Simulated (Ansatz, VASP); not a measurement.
## Na2S in VASP and in Ansatz

```
S Na
1.0
     0.00000    3.25153    3.25153
     3.25153    0.00000    3.25153
     3.25153    3.25153    0.00000
S Na
1 2
Direct
  0.00000 0.00000 0.00000
  0.75000 0.75000 0.75000
  0.25000 0.25000 0.25000
```

Alike in both runs: task single point; functional LDA; k mesh 7 × 7 × 7; occupations fermi-dirac, width 0.05 eV; no spin polarisation.

|  | VASP | Ansatz |
| --- | --- | --- |
| version | VASP 6.6.1 | Ansatz 0.2.0 |
| potentials or method | VASP PAW LDA potentials, release 64 (S, Na_pv) | Ansatz PAW |
| plane-wave cutoff (eV) | 500 | 420 |
| valence electrons in the cell | 20 | 24 |

```tsv
	VASP	Ansatz	Ansatz less VASP
gap on the k mesh at the Fermi level (eV)	2.31	2.30	-0.007
least direct gap on the mesh (eV)	2.31	2.30	-0.007
pressure (GPa)	-1.6	-1.6	0.00
```

LDA's correlation is that of Perdew and Zunger in VASP and of Perdew and Wang (1992) in Ansatz. VASP's potentials hold 20 valence electrons a cell and Ansatz's 24, so a difference there can come from the potentials and not from the codes.

Noted on Ansatz's run: odd divisions of the mesh miss points on the zone boundary, where band edges often lie, so the gap on the mesh can be too wide.
